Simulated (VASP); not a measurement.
A run of VASP 6.6.1 is set up as follows.

File INCAR:

```
  PREC = Accurate
  ENCUT = 520
  EDIFF = 1E-6
  ISMEAR = 0
  SIGMA = 0.1
  LREAL = False
  LASPH = True
  NELM = 80
  ALGO = Fast
  ISIF = 2
  LWAVE = False
  LCHARG = False
  GGA = PE
  IVDW = 12
  NBANDS = 25
```

KPOINTS

```
Automatic mesh
0
Gamma
  9 9 14
```

Contents of POSCAR:

```
Hg
1.0
    5.3280055024      0.0000000000      0.0000000000
   -2.6640027512      4.6141881166      0.0000000000
    0.0000000000      0.0000000000      3.1395783378
Hg
3
Direct
    0.3333333333      0.6666666667      0.5000000000
    0.6666666667      0.3333333333      0.5000000000
    0.0000000000      0.0000000000      0.0000000000
```

Potentials or basis: VASP PAW PBE potentials, release 64 (Hg).

Run with:

```bash
$ cat potpaw_PBE.64/Hg/POTCAR > POTCAR
$ mpirun -np 1 vasp_std > vasp.out
```

Problem. Predict the dispersion energy per atom.

Solution. -0.408 eV.

Problem. Estimate the pressure.

Solution. 0.2 GPa.

Problem. What does it give for the band gap on the k mesh?

Solution. Zero (band 18 reaches 4.60 eV, above the bottom of band 19 at 1.02 eV).

Caveat: spin-orbit coupling is left out, which moves the levels of the heavy elements; pairwise dispersion overbinds metals, which lowers pressure and volume.
